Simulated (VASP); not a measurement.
# Ge (P6_3/mmc) in VASP: notebook

Runs on Ge. Level: PBE. Tasks: single point.

Everything below comes from runs of VASP 6.6.1. Logs are shortened: lines on timing, memory, paths and dates and some standing lists are left out, and cuts for length are marked.

## (1) The cell of the first run

It takes space group P6_3/mmc (No. 194, hexagonal). The conventional cell has a = 2.254 Å, b = 2.254 Å, c = 3.697 Å, α = 90.00°, β = 90.00°, γ = 120.00°. Ge (site symmetry -6m2) has 12 Ge at 2.25 to 2.26 Å within 3.0 Å.

## (2) Single point, PBE

INCAR

```
SYSTEM = Ge
PREC = Accurate
ENCUT = 520
EDIFF = 1E-6
ISMEAR = -1
SIGMA = 0.1
LREAL = .FALSE.
LASPH = .TRUE.
NELM = 60
ALGO = Normal
ISIF = 2
LWAVE = .FALSE.
LCHARG = .FALSE.
GGA = PE
NBANDS = 21
```

KPOINTS

```
Automatic mesh
0
G
  19 19 11
  0 0 0
```

POSCAR

```
Ge
1.0
    2.2537837098      0.0000000000      0.0000000000
   -1.1268918549      1.9518339473      0.0000000000
    0.0000000000      0.0000000000      3.6966232583
Ge
2
Direct
    0.3333333333      0.6666666667      0.2500000000
    0.6666666667      0.3333333333      0.7500000000
```

Potentials or basis: VASP PAW PBE potentials, release 64 (Ge_d).

Started as:

```
cat potpaw_PBE.64/Ge_d/POTCAR > POTCAR
mpirun -np 1 vasp_std > vasp.out
```

OUTCAR:

```text
SYSTEM = Ge
   PREC = Accurate
   ENCUT = 520
   EDIFF = 1E-6
   ISMEAR = -1
   LREAL = .FALSE.
   LASPH = .TRUE.
   NELM = 60
   ISIF = 2
   GGA = PE

 ion  position               nearest neighbor table
   1  0.333  0.667  0.250-   2 2.26   2 2.26   2 2.26   2 2.26   2 2.26   2 2.26
   2  0.667  0.333  0.750-   1 2.26   1 2.26   1 2.26   1 2.26   1 2.26   1 2.26

  LATTYP: Found a hexagonal cell.
 ALAT       =     2.2537837098
 C/A-ratio  =     1.6401854545

  Lattice vectors:

 A1 = (   2.2537837098,   0.0000000000,   0.0000000000)
 A2 = (  -1.1268918549,   1.9518339473,   0.0000000000)
 A3 = (   0.0000000000,   0.0000000000,   3.6966232583)

Analysis of symmetry for initial positions (statically):
=====================================================================
 Subroutine PRICEL returns:
 Original cell was already a primitive cell.

 Routine SETGRP: Setting up the symmetry group for a
 hexagonal supercell.

 Subroutine GETGRP returns: Found 24 space group operations
 (whereof 12 operations were pure point group operations)
 out of a pool of 24 trial point group operations.

The static configuration has the point symmetry D_3d.
 The point group associated with its full space group is D_6h.

Analysis of symmetry for dynamics (positions and initial velocities):
=====================================================================
 Subroutine PRICEL returns:
 Original cell was already a primitive cell.

 Routine SETGRP: Setting up the symmetry group for a
 hexagonal supercell.

 Subroutine GETGRP returns: Found 24 space group operations
 (whereof 12 operations were pure point group operations)
 out of a pool of 24 trial point group operations.

The dynamic configuration has the point symmetry D_3d.
 The point group associated with its full space group is D_6h.

 Subroutine INISYM returns: Found 24 space group operations
 (whereof 12 operations are pure point group operations),
 and found     1 'primitive' translations

----------------------------------------------------------------------------------------

                                     Primitive cell

  volume of cell :      16.2615

  direct lattice vectors                    reciprocal lattice vectors
     2.253783710  0.000000000  0.000000000     0.443698300  0.256169333  0.000000000
    -1.126891855  1.951833947  0.000000000     0.000000000  0.512338666  0.000000000
     0.000000000  0.000000000  3.696623258     0.000000000  0.000000000  0.270517153

  length of vectors
     2.253783710  2.253783710  3.696623258     0.512338666  0.512338666  0.270517153

  position of ions in fractional coordinates (direct lattice)
     0.333333333  0.666666667  0.250000000
     0.666666667  0.333333333  0.750000000

  ion indices of the primitive-cell ions
   primitive index   ion index
                 1           1
                 2           2

----------------------------------------------------------------------------------------

 KPOINTS: Automatic mesh

Automatic generation of k-mesh.
 Grid dimensions read from file:
 generate k-points for:   19   19   11

 Generating k-lattice:

  Cartesian coordinates                     Fractional coordinates (reciprocal lattice)
     0.023352542  0.013482596  0.000000000     0.052631579  0.000000000  0.000000000
     0.000000000  0.026965193  0.000000000     0.000000000  0.052631579  0.000000000
     0.000000000  0.000000000  0.024592468     0.000000000  0.000000000  0.090909091

  Length of vectors
     0.026965193  0.026965193  0.024592468

  Shift w.r.t. Gamma in fractional coordinates (k-lattice)
     0.000000000  0.000000000  0.000000000

 Subroutine IBZKPT returns following result:
 ===========================================

 Found    240 irreducible k-points:

 Following reciprocal coordinates:
            Coordinates               Weight
  0.000000  0.000000  0.000000      1.000000
  0.052632  0.000000  0.000000      6.000000
  0.105263  0.000000  0.000000      6.000000
  0.157895  0.000000  0.000000      6.000000
  0.210526  0.000000  0.000000      6.000000
  0.263158  0.000000  0.000000      6.000000
[... 16 lines left out ...]
  0.263158  0.105263  0.000000     12.000000
  0.315789  0.105263  0.000000     12.000000
 [... further k-points ...]
   k-points           NKPTS =    240   k-points in BZ     NKDIM =    240   number of bands    NBANDS=     21
   number of dos      NEDOS =    301   number of ions     NIONS =      2
   total plane-waves  NPLWV =   9072
   dimension x,y,z NGX =    18 NGY =   18 NGZ =   28
   dimension x,y,z NGXF=    36 NGYF=   36 NGZF=   56
   ions per type =               2
   NGX,Y,Z   is equivalent  to a cutoff of  13.28, 13.28, 12.59 a.u.
   NGXF,Y,Z  is equivalent  to a cutoff of  26.55, 26.55, 25.18 a.u.
 SYSTEM =  Ge
   PREC   = accura    normal or accurate (medium, high low for compatibility)
   ISTART =      0    job   : 0-new  1-cont  2-samecut
   ICHARG =      2    charge: 1-file 2-atom 10-const
   ISPIN  =      1    spin polarized calculation?
   LNONCOLLINEAR =      F non collinear calculations
   LSORBIT =      F    spin-orbit coupling
   LASPH  =      T    aspherical Exc in radial PAW
   ENCUT  =  520.0 eV  38.22 Ry    6.18 a.u.   4.19  4.19  6.87*2*pi/ulx,y,z
   NELM   =     60;   NELMIN=  2; NELMDL= -5     # of ELM steps
   EDIFF  = 0.1E-05   stopping-criterion for ELM
   LREAL  =      F    real-space projection
   EDIFFG = 0.1E-04   stopping-criterion for IOM
   NSW    =      0    number of steps for IOM
   IBRION =     -1    ionic relax: 0-MD 1-quasi-New 2-CG
   NFREE  =      0    steps in history (QN), initial steepest desc. (CG)
   ISIF   =      2    stress and relaxation
   ISYM   =      2    0-nonsym 1-usesym 2-fastsym
   POTIM  = 0.5000    time-step for ionic-motion
   TEBEG  =    0.0;   TEEND  =   0.0 temperature during run
   PSTRESS=    0.0 pullay stress
   NELECT =      28.0000    total number of electrons
   NUPDOWN=      -1.0000    fix difference up-down
   EMIN   =  10.00;   EMAX   =-10.00  energy-range for DOS
   EFERMI =   0.00;   METHOD = LEGACY
   ISMEAR =    -1;   SIGMA  =   0.10  broadening in eV -4-tet -1-fermi 0-gaus
   EFERMI_NEDOS =   21; number of points for ismear=-14 and -15
   IALGO  =     38    algorithm
   IMIX   =      4    mixing-type and parameters
     AMIX     =   0.40;   BMIX     =  1.00
     AMIX_MAG =   1.60;   BMIX_MAG =  1.00
  volume/ion in A,a.u.               =       8.13        54.87
  Fermi-wavevector in a.u.,A,eV,Ry     =   1.962189  3.707999 52.384934  3.850184
  Thomas-Fermi vector in A             =   2.986925
   LORBIT       =      0    0 simple, 1 ext, 2 COOP (PROOUT), +10 PAW based schemes
   GGA     = PE    functional components
   LHFCALC =     F    Hartree Fock is set to
   AEXX    =    0.0000 exact exchange contribution
   IVDW    =     0    specifies the selected vdW correction
   LEPSILON=     F    determine dielectric tensor
   LRPA    =     F    only Hartree local field effects (RPA)
 non-spin polarized calculation
  energy-cutoff  :      520.00
  volume of cell :       16.26
 maximum number of plane-waves:       458
 NGX is ok and might be reduce to    18
   NGX =  9   NGY =  9   NGZ = 13

 number of electron      28.0000012 magnetization

 Free energy of the ion-electron system (eV)
  ---------------------------------------------------
  ext. energy  EPLUGINS =         0.00000000
  ---------------------------------------------------
  free energy    TOTEN  =         3.91577507 eV

  energy without entropy =        3.92922544  energy(sigma->0) =        3.92250026

 E-fermi :  20.8402     XC(G=0): -16.3056

 val. band max:       20.8241934396   @ k =   0.3158   0.3158   0.0909
 cond. band min:      20.8446159808   @ k =   0.2105   0.1053   0.3636
 fundamental gap:      0.0204225412
 Fermi energy:        20.8401831653

 k-point     1 :       0.0000    0.0000    0.0000
  band No.  band energies     occupation
      1      -6.7152      2.00000
      2      -6.2176      2.00000
      3      -6.1455      2.00000
      4      -6.1455      2.00000
      5      -6.0426      2.00000
      6      -6.0426      2.00000
[... 13 lines left out ...]
     20      39.3564      0.00000
     21      43.2099      0.00000

 k-point     2 :       0.0526    0.0000    0.0000
  band No.  band energies     occupation
      1      -6.6955      2.00000
      2      -6.2348      2.00000
      3      -6.1258      2.00000
      4      -6.1227      2.00000
      5      -6.0468      2.00000
      6      -6.0218      2.00000
[... 13 lines left out ...]
     20      40.5840      0.00000
     21      42.8955      0.00000

 k-point     3 :       0.1053    0.0000    0.0000
  band No.  band energies     occupation
      1      -6.6467      2.00000
      2      -6.2701      2.00000
      3      -6.0908      2.00000
      4      -6.0565      2.00000
      5      -6.0474      2.00000
      6      -5.9614      2.00000
[... 13 lines left out ...]
     20      41.1305      0.00000
     21      41.2573      0.00000

 k-point     4 :       0.1579    0.0000    0.0000
  band No.  band energies     occupation
      1      -6.6059      2.00000
      2      -6.2923      2.00000
      3      -6.1082      2.00000
      4      -5.9996      2.00000
      5      -5.9839      2.00000
      6      -5.9533      2.00000
[... 13 lines left out ...]
     20      41.6718      0.00000
     21      41.7717      0.00000

 k-point     5 :       0.2105    0.0000    0.0000
  band No.  band energies     occupation
      1      -6.6235      2.00000
      2      -6.2850      2.00000
      3      -6.1235      2.00000
      4      -6.1186      2.00000
      5      -5.9897      2.00000
      6      -5.8893      2.00000
[... 13 lines left out ...]
     20      40.0812      0.00000
     21      41.7368      0.00000
[... 382 lines left out ...]
     20      37.5906      0.00000
     21      41.8284      0.00000

 k-point    22 :       0.2105    0.1053    0.0000
  band No.  band energies     occupation
      1      -6.6016      2.00000
      2      -6.3508      2.00000
      3      -6.2793      2.00000
      4      -6.0929      2.00000
      5      -6.0520      2.00000
      6      -5.8201      2.00000
[... 13 lines left out ...]
     20      36.8857      0.00000
     21      42.9716      0.00000

 k-point    23 :       0.2632    0.1053    0.0000
  band No.  band energies     occupation
      1      -6.6809      2.00000
      2      -6.4163      2.00000
      3      -6.3515      2.00000
      4      -6.1295      2.00000
      5      -6.0025      2.00000
      6      -5.8037      2.00000
[... 13 lines left out ...]
     20      36.2427      0.00000
     21      44.1101      0.00000

 k-point    24 :       0.3158    0.1053    0.0000
  band No.  band energies     occupation
      1      -6.7536      2.00000
      2      -6.5325      2.00000
      3      -6.3790      2.00000
      4      -6.1559      2.00000
      5      -5.9320      2.00000
      6      -5.8607      2.00000
[... 13 lines left out ...]
     20      35.7435      0.00000
     21      44.4303      0.00000

 [... further k-points ...]
[... 5 lines left out ...]
  --------------------------------------------------------------------------------------
  -------------------------------------------------------------------------------------
  Total       39.7924475     39.7924475     39.7722729     -0.0000000      0.0000000      0.0000000
  in kB     3920.5855964   3920.5855963   3918.5978752     -0.0000000      0.0000000      0.0000000
  external PRESSURE =    3919.9230226 kB  Pullay stress =       0.0000000 kB

 VOLUME and BASIS-vectors are now :
 -----------------------------------------------------------------------------
  energy-cutoff  :      520.00
  volume of cell :       16.26
      direct lattice vectors                 reciprocal lattice vectors
     2.253783710  0.000000000  0.000000000     0.443698300  0.256169333  0.000000000
    -1.126891855  1.951833947  0.000000000     0.000000000  0.512338666  0.000000000
     0.000000000  0.000000000  3.696623258     0.000000000  0.000000000  0.270517153

 POSITION                                       TOTAL-FORCE (eV/Angst)
 -----------------------------------------------------------------------------------
     -0.00000      1.30122      0.92416         0.000000     -0.000000     -0.000000
      1.12689      0.65061      2.77247         0.000000      0.000000      0.000000
 -----------------------------------------------------------------------------------
    total drift:                               -0.000000      0.000000     -0.000000

  FREE ENERGIE OF THE ION-ELECTRON SYSTEM (eV)
  ---------------------------------------------------
  free  energy   TOTEN  =         3.9157750668 eV

  energy  without entropy=        3.9292254444  energy(sigma->0) =        3.92250026
```

Run time: 30 s. Hardware: 1 thread of Intel Xeon 6975P-C (Granite Rapids), shared host; peak memory 0.17 GiB.

Results:

* Free energy: 3.9158 eV
* Pressure: 392.0 GPa
* Band gap on the k mesh: zero (band 14 reaches 35.26 eV, above the bottom of band 15 at 15.84 eV)

Levels at points of the mesh, in eV from the Fermi level:
| k point | band 10 | band 11 | band 12 | band 13 | band 14 | band 15 | band 16 | band 17 | band 18 | band 19 |
| --- | --- | --- | --- | --- | --- | --- | --- | --- | --- | --- |
| (0.00, 0.00, 0.00) | -26.18 | -24.16 | -13.38 | -10.83 | 14.32 | 14.32 | 15.94 | 16.65 | 16.65 | 18.48 |

[end of part 1 of 3]
